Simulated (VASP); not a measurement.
# LaS (Fm-3m) in VASP: notebook, part 2 of 2

VASP 6.6.1.

## 3. Single point, LDA

This run uses another cell than the first one, of 26.58 Å³/atom.

The input, INCAR:

```
PREC = Accurate
ENCUT = 520
EDIFF = 1E-6
ISMEAR = -1
SIGMA = 0.01
LREAL = False
LASPH = True
NELM = 60
ALGO = Normal
ISIF = 2
LWAVE = False
LCHARG = False
NBANDS = 16
```

The input, KPOINTS:

```
regular mesh
0
Gamma
  9 9 9
```

The input, POSCAR:

```
LaS
1.0
    0.0000000000      2.9844067312      2.9844067312
    2.9844067312      0.0000000000      2.9844067312
    2.9844067312      2.9844067312      0.0000000000
La S
1 1
Direct
    0.0000000000      0.0000000000      0.0000000000
    0.5000000000      0.5000000000      0.5000000000
```

Potentials or basis: VASP PAW LDA potentials, release 64 (La, S).

The run is started by

```
> cat potpaw_LDA.64/La/POTCAR potpaw_LDA.64/S/POTCAR > POTCAR
> mpirun -np 1 vasp_std > vasp.out
```

OUTCAR:

```text
PREC = Accurate
   ENCUT = 520
   EDIFF = 1E-6
   ISMEAR = -1
   LREAL = False
   LASPH = True
   NELM = 60
   ISIF = 2

 ion  position               nearest neighbor table
   1  0.000  0.000  0.000-   2 2.98   2 2.98   2 2.98   2 2.98   2 2.98   2 2.98
   2  0.500  0.500  0.500-   1 2.98   1 2.98   1 2.98   1 2.98   1 2.98   1 2.98

  LATTYP: Found a face centered cubic cell.
 ALAT       =     5.9688134624

  Lattice vectors:

 A1 = (   0.0000000000,   2.9844067312,   2.9844067312)
 A2 = (   2.9844067312,   0.0000000000,   2.9844067312)
 A3 = (   2.9844067312,   2.9844067312,   0.0000000000)

Analysis of symmetry for initial positions (statically):
=====================================================================
 Subroutine PRICEL returns:
 Original cell was already a primitive cell.

 Routine SETGRP: Setting up the symmetry group for a
 face centered cubic supercell.

 Subroutine GETGRP returns: Found 48 space group operations
 (whereof 48 operations were pure point group operations)
 out of a pool of 48 trial point group operations.

The static configuration has the point symmetry O_h .

Analysis of symmetry for dynamics (positions and initial velocities):
=====================================================================
 Subroutine PRICEL returns:
 Original cell was already a primitive cell.

 Routine SETGRP: Setting up the symmetry group for a
 face centered cubic supercell.

 Subroutine GETGRP returns: Found 48 space group operations
 (whereof 48 operations were pure point group operations)
 out of a pool of 48 trial point group operations.

The dynamic configuration has the point symmetry O_h .

 Subroutine INISYM returns: Found 48 space group operations
 (whereof 48 operations are pure point group operations),
 and found     1 'primitive' translations

----------------------------------------------------------------------------------------

                                     Primitive cell
[... 109 lines left out ...]
   IMIX   =      4    mixing-type and parameters
     AMIX     =   0.40;   BMIX     =  1.00
     AMIX_MAG =   1.60;   BMIX_MAG =  1.00
  volume/ion in A,a.u.               =      26.58       179.38
  Fermi-wavevector in a.u.,A,eV,Ry     =   1.119498  2.115544 17.051837  1.253275
  Thomas-Fermi vector in A             =   2.256137
   LORBIT       =      0    0 simple, 1 ext, 2 COOP (PROOUT), +10 PAW based schemes
   GGA     = CA    functional components
   LHFCALC =     F    Hartree Fock is set to
   AEXX    =    0.0000 exact exchange contribution
   IVDW    =     0    specifies the selected vdW correction
   LEPSILON=     F    determine dielectric tensor
   LRPA    =     F    only Hartree local field effects (RPA)
 non-spin polarized calculation
  energy-cutoff  :      520.00
  volume of cell :       53.16
 maximum number of plane-waves:      1459
   NGX = 15   NGY = 15   NGZ = 15

 number of electron      17.0000000 magnetization

 Free energy of the ion-electron system (eV)
  ---------------------------------------------------
  ext. energy  EPLUGINS =         0.00000000
  ---------------------------------------------------
  free energy    TOTEN  =       -14.68127261 eV

  energy without entropy =      -14.68061666  energy(sigma->0) =      -14.68094463

 E-fermi :   8.0728     XC(G=0): -10.0810

 val. band max:        8.0546856362   @ k =   0.3333   0.1111   0.0000
 cond. band min:       8.1444341158   @ k =  -0.1111   0.1111   0.0000
 fundamental gap:      0.0897484795
 Fermi energy:         8.0727856724

 k-point     1 :       0.0000    0.0000    0.0000
  band No.  band energies     occupation
      1     -24.9670      2.00000
      2      -8.5300      2.00000
      3      -8.5300      2.00000
      4      -8.5300      2.00000
      5      -5.5658      2.00000
      6       4.9279      2.00000
[... 433 lines left out ...]
      3      -8.7520      2.00000
      4      -8.7520      2.00000
      5      -5.3805      2.00000
      6       4.2667      2.00000
[... 8 lines left out ...]
     15      10.0169      0.00000
     16      10.0169      0.00000

 [... further k-points ...]

------------------------ aborting loop because EDIFF is reached ----------------------------------------

  FORCE on cell =-STRESS in cart. coord.  units (eV):
  Direction    XX          YY          ZZ          XY          YZ          ZX
  --------------------------------------------------------------------------------------
  -------------------------------------------------------------------------------------
  Total       -2.5945637     -2.5945637     -2.5945637      0.0000000      0.0000000      0.0000000
  in kB      -78.1935437    -78.1935437    -78.1935437      0.0000000      0.0000000      0.0000000
  external PRESSURE =     -78.1935437 kB  Pullay stress =       0.0000000 kB

 VOLUME and BASIS-vectors are now :
 -----------------------------------------------------------------------------
  energy-cutoff  :      520.00
  volume of cell :       53.16
      direct lattice vectors                 reciprocal lattice vectors
     0.000000000  2.984406731  2.984406731    -0.167537486  0.167537486  0.167537486
     2.984406731  0.000000000  2.984406731     0.167537486 -0.167537486  0.167537486
     2.984406731  2.984406731  0.000000000     0.167537486  0.167537486 -0.167537486

 POSITION                                       TOTAL-FORCE (eV/Angst)
 -----------------------------------------------------------------------------------
      0.00000      0.00000      0.00000        -0.000000      0.000000      0.000000
      2.98441      2.98441      2.98441         0.000000     -0.000000     -0.000000
 -----------------------------------------------------------------------------------
    total drift:                                0.000000     -0.000000     -0.000000

  FREE ENERGIE OF THE ION-ELECTRON SYSTEM (eV)
  ---------------------------------------------------
  free  energy   TOTEN  =       -14.6812726125 eV

  energy  without entropy=      -14.6806166567  energy(sigma->0) =      -14.68094463
```

OSZICAR:

```text
N       E                     dE             d eps       ncg     rms          rms(c)
DAV:   1     0.133350430420E+03    0.13335E+03   -0.60249E+03  1144   0.137E+03
DAV:   2     0.212930404094E+01   -0.13122E+03   -0.11574E+03  1304   0.200E+02
DAV:   3    -0.139675032010E+02   -0.16097E+02   -0.15390E+02  1560   0.986E+01
DAV:   4    -0.148624841173E+02   -0.89498E+00   -0.88584E+00  1976   0.195E+01
DAV:   5    -0.148935859219E+02   -0.31102E-01   -0.31100E-01  1536   0.301E+00    0.447E+00
DAV:   6    -0.147058973567E+02    0.18769E+00   -0.54655E-01  1720   0.300E+00    0.316E+00
DAV:   7    -0.146849141354E+02    0.20983E-01   -0.94808E-02  2064   0.190E+00    0.144E+00
DAV:   8    -0.146816370474E+02    0.32771E-02   -0.94594E-03  1944   0.742E-01    0.244E-01
DAV:   9    -0.146813398808E+02    0.29717E-03   -0.35899E-03  2000   0.493E-01    0.801E-02
DAV:  10    -0.146812793165E+02    0.60564E-04   -0.69258E-04  1872   0.136E-01    0.504E-02
DAV:  11    -0.146812724158E+02    0.69007E-05   -0.37874E-05  1488   0.361E-02    0.127E-02
DAV:  12    -0.146812726125E+02   -0.19670E-06   -0.93215E-06  2064   0.185E-02
   1 F= -.14681273E+02 E0= -.14680945E+02  d E =-.655956E-03
```

stdout:

```text
POSCAR found type information on POSCAR LaS
 POSCAR found :  2 types and       2 ions
 scaLAPACK will be used
 LDA part: xc-table for (Slater(with rela. corr.)+CA(PZ))
 , standard interpolation
 POSCAR, INCAR and KPOINTS ok, starting setup
 FFT: planning ... GRIDC
 FFT: planning ... GRID_SOFT
 FFT: planning ... GRID
 WAVECAR not read
 entering main loop
```

It took 25 s on 1 thread of Intel Xeon Platinum 8259CL at 2.50GHz (Skylake/Cascade Lake), shared host; peak memory 0.18 GiB.

What came out:

| Item | Value |
| --- | --- |
| Free energy | -14.6813 eV |
| Pressure | -7.8 GPa |
| Band gap on the k mesh | zero (an odd number of electrons rules out a gap without spin polarisation) |

Levels at points of the mesh, in eV from the Fermi level:
```
           k point  band 4  band 5  band 6  band 7  band 8  band 9  band 10  band 11  band 12  band 13
(0.00, 0.00, 0.00)  -16.60  -13.64   -3.14   -3.14   -3.14    0.24     0.24     0.24     1.13     1.15
```

Caveat: the cell stands under tension; spin-orbit coupling is left out, which moves the levels of the heavy elements.
